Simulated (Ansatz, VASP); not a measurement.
# One calculation of Na4Sb, two programs

Contents of INCAR:

```
SYSTEM = Na4Sb
PREC     = Accurate       ! precision mode
ENCUT    = 600            ! plane-wave cutoff, eV
EDIFF    = 1E-7           ! SCF threshold, eV
ISMEAR   = 0              ! smearing method
SIGMA    = 0.1            ! smearing width, eV
LREAL    = .False.        ! projectors in reciprocal space
LASPH    = .True.         ! aspherical terms in the spheres
NELM     = 80             ! most SCF steps
ALGO     = Fast           ! electronic algorithm
ISIF     = 3              ! what is computed and relaxed
LWAVE    = .False.        ! write WAVECAR
LCHARG   = .False.        ! write CHGCAR
GGA      = PE             ! functional
IBRION   = 2              ! ionic algorithm
NSW      = 90             ! ionic steps
EDIFFG   = -0.04          ! ionic threshold
```

The input KPOINTS:

```
regular mesh
0
Gamma
  4 4 4
  0 0 0
```

The input POSCAR:

```
Na4Sb
1.0
   -3.0983256400      3.0983256400      3.0983256400
    3.0983256400     -3.0983256400      3.0983256400
    3.0983256400      3.0983256400     -3.0983256400
Na Sb
4 1
Direct
    0.5000000000      0.5000000000      0.5000000000
    0.0000000000      0.0000000000      0.5000000000
    0.0000000000      0.5000000000      0.0000000000
    0.5000000000      0.0000000000      0.0000000000
    0.0000000000      0.0000000000      0.0000000000
```

Input for Ansatz:

```yaml
crystal:
  lattice:
    - [-3.09832564, 3.09832564, 3.09832564]
    - [3.09832564, -3.09832564, 3.09832564]
    - [3.09832564, 3.09832564, -3.09832564]
  atoms:
    - { symbol: Na, position: [0.5, 0.5, 0.5] }
    - { symbol: Na, position: [0.0, 0.0, 0.5] }
    - { symbol: Na, position: [0.0, 0.5, 0.0] }
    - { symbol: Na, position: [0.5, 0.0, 0.0] }
    - { symbol: Sb, position: [0.0, 0.0, 0.0] }
basis:
  ecutwfc: 420
kpoints:
  mp_grid: { grid: [4, 4, 4] }
hamiltonian:
  xc: pbe
scf:
  occupations: { method: gaussian, width: 0.1 }
  lower_state_search: "off"
output:
  forces: true
  stress: true
  eigenvalues: true
relax:
  adjacent_minimum: "off"
  f_tol: 0.04
  max_steps: 70
  cell: { stress_tol: 0.4 }
```

Alike in both runs: task relaxation of cell and atoms; functional PBE; k mesh 4 × 4 × 4; occupations gaussian, width 0.1 eV; no spin polarisation.

|  | VASP | Ansatz |
| --- | --- | --- |
| version | VASP 6.6.1 | Ansatz 0.2.0 |
| potentials or method | VASP PAW PBE potentials, release 64 (Na_pv, Sb), cutoff 600 eV | scalar-relativistic, plane waves, PAW |
| valence electrons in the cell | 33 | 51 |

```csv
,VASP,Ansatz,Ansatz less VASP
"gap on the k mesh at the Fermi level, each at its own relaxed structure (eV)",none,none,-
relaxed volume (Å³/atom),38.65,38.45,-0.206
relaxed cell length with the largest relative difference (Å),6.308,6.297,-0.0112
```

A gap of «none» marks a metal or a gap that the smearing closes. VASP's potentials hold 33 valence electrons a cell and Ansatz's 51, so a difference there can come from the potentials and not from the codes.

Neither program's run includes spin-orbit coupling. Noted on VASP's run: the volume moved by over 15 % at a fixed basis, so the end points are rough.
